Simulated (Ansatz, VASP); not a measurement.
# BN in VASP and in Ansatz

The input POSCAR:

```
BN
1.0
    2.5439500013      0.0000000000      0.0000000000
   -1.2719750007      2.2031253271      0.0000000000
    0.0000000000      0.0000000000      4.2078153363
B N
2 2
Direct
    0.3333333333      0.6666666667      0.0002034648
    0.6666666667      0.3333333333      0.5002034648
    0.3333333333      0.6666666667      0.3747965352
    0.6666666667      0.3333333333      0.8747965352
```

File INCAR.step1:

```
  PREC = Accurate
  ENCUT = 520
  EDIFF = 1E-5
  ISMEAR = 0
  SIGMA = 0.01
  LREAL = F
  LASPH = T
  NELM = 80
  ALGO = Normal
  ISIF = 2
  LWAVE = T
  LCHARG = F
  GGA = PE
  NBANDS = 16
```

File INCAR.step2:

```
  PREC = Accurate
  ENCUT = 520
  EDIFF = 1E-6
  ISMEAR = 0
  SIGMA = 0.01
  LREAL = F
  LASPH = T
  NELM = 80
  ALGO = Normal
  ISIF = 2
  LWAVE = F
  LCHARG = F
  GGA = PE
  LHFCALC = T
  HFSCREEN = 0.2079
  PRECFOCK = Normal
  ISTART = 1
  NBANDS = 16
```

The input KPOINTS:

```
Automatic mesh
0
Gamma
  9 9 4
```

Input for Ansatz:

```yaml
crystal:
  lattice:
    - [2.5439500013, 0.0, 0.0]
    - [-1.2719750007, 2.2031253271, 0.0]
    - [0.0, 0.0, 4.2078153363]
  atoms:
    - { symbol: B, position: [0.3333333333, 0.6666666667, 0.0002034648] }
    - { symbol: B, position: [0.6666666667, 0.3333333333, 0.5002034648] }
    - { symbol: "N", position: [0.3333333333, 0.6666666667, 0.3747965352] }
    - { symbol: "N", position: [0.6666666667, 0.3333333333, 0.8747965352] }
kpoints:
  mp_grid: { grid: [9, 9, 4] }
  band_path:
    path:
      - [0.0, 0.0, 0.0]
      - [0.5, 0.0, 0.0]
      - [0.3333333333, 0.3333333333, 0.0]
      - [0.0, 0.0, 0.5]
      - [0.5, 0.0, 0.5]
      - [0.3333333333, 0.3333333333, 0.5]
      - [0.1, 0.0, 0.0]
    npoints: 1
hamiltonian:
  xc: hse06
scf:
  occupations: { method: fixed }
  n_extra_bands: 5
output:
  forces: true
  stress: true
  eigenvalues: true
```

Alike in both runs: task single point; functional HSE06; k mesh 9 × 9 × 4; no spin polarisation.

```csv
,VASP,Ansatz
version,VASP 6.6.1,Ansatz 0.2.0
potentials or method,"VASP PAW PBE potentials, release 64 (B, N)","plane waves, PAW"
plane-wave cutoff (eV),520,420
occupations,"gaussian, width 0.01 eV",fixed
valence electrons in the cell,16,16
```

|  | VASP | Ansatz | Ansatz less VASP |
| --- | --- | --- | --- |
| gap on the k mesh at the Fermi level (eV) | 6.51 | 6.53 | +0.019 |
| pressure (GPa) | -4.0 | -4.5 | -0.50 |
| traceless stress, the component that is largest in VASP (GPa) | -0.40 | -0.36 | +0.035 |
| rms of the force components (eV/Å) | 0.005 | 0.007 | +0.0017 |

Atom by atom the forces differ by 0.002 eV/Å (rms over components). Ansatz's warnings: stress exchange threshold loose, stress scf threshold loose.
